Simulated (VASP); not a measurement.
A run of VASP 6.6.1:

Contents of INCAR:

```
PREC = Accurate
ENCUT = 520
EDIFF = 1E-8
ISMEAR = -1
SIGMA = 0.05
LREAL = False
LASPH = True
NELM = 150
ALGO = Normal
ISIF = 2
LWAVE = False
LCHARG = False
MAGMOM = 0 0 0 0 0 0
LORBIT = 11
LSORBIT = True
GGA_COMPAT = False
LORBMOM = True
LMAXMIX = 4
GGA = PE
LEFG = True
NBANDS = 41
```

File KPOINTS:

```
Automatic mesh
0
Gamma
  12 12 12
```

Contents of POSCAR:

```
BiMo
1.0
    0.0000000000      2.8444813037      2.8444813037
    2.8444813037      0.0000000000      2.8444813037
    2.8444813037      2.8444813037      0.0000000000
Mo Bi
1 1
Direct
    0.0000000000      0.0000000000      0.0000000000
    0.5000000000      0.5000000000      0.5000000000
```

Potentials or basis: VASP PAW PBE potentials, release 64 (Mo_sv, Bi_d).

Launch:

```sh
$ cat potpaw_PBE.64/Mo_sv/POTCAR potpaw_PBE.64/Bi_d/POTCAR > POTCAR
$ mpirun -np 1 vasp_ncl > vasp.out
```

Hardware: 1 thread of Intel(R) Xeon(R) 6975P-C (Granite Rapids), with other jobs on the host.

Q: Estimate the wall time of this run.

A: Wall time 4.3 min on 1 thread of Intel(R) Xeon(R) 6975P-C (Granite Rapids), with other jobs on the host, peak memory 0.4 GiB. Counts: scf iterations 14, k points 72.
